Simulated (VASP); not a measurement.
Runs of VASP 6.6.1 on H18CO10. The cells are those of the table. 

```csv
potentials or basis,cell,cutoff (eV),second run,gap on the mesh (eV),pressure (GPa),largest force (eV/Å)
"VASP PAW LDA potentials, release 64 (O, H, C)","a = 6.933 Å, 29 atoms",520,-,5.01,-1.8,2.37
"VASP PAW LDA potentials, release 64 (O, H, C)","a = 6.713, b = 6.707, c = 7.009 Å, 29 atoms",520,-,4.42,-0.7,(b)
"VASP PAW LDA potentials, release 64 (O, H, C)","a = 6.566, b = 6.699, c = 6.593 Å, 29 atoms",520,-,4.83,-0.4,2.49
"VASP PAW LDA potentials, release 64 (O_h, H_h, C_h)","a = 6.933 Å, 29 atoms",910,hard_potentials,(a),-0.4,3.23
```

Alike in all rows: task single point; level LDA; no spin polarisation; k mesh 1 × 1 × 1; smearing fermi-dirac 0.05 eV.

Estimate the missing entries.

(a) 4.67; (b) 3.89.

Caveats: all runs use coarse meshes; the cutoff is under 1.25 times the usual one of these potentials, so pressure, stress and relaxed cells hold a basis-set (Pulay) error (some runs).

A k mesh can miss the band edges.
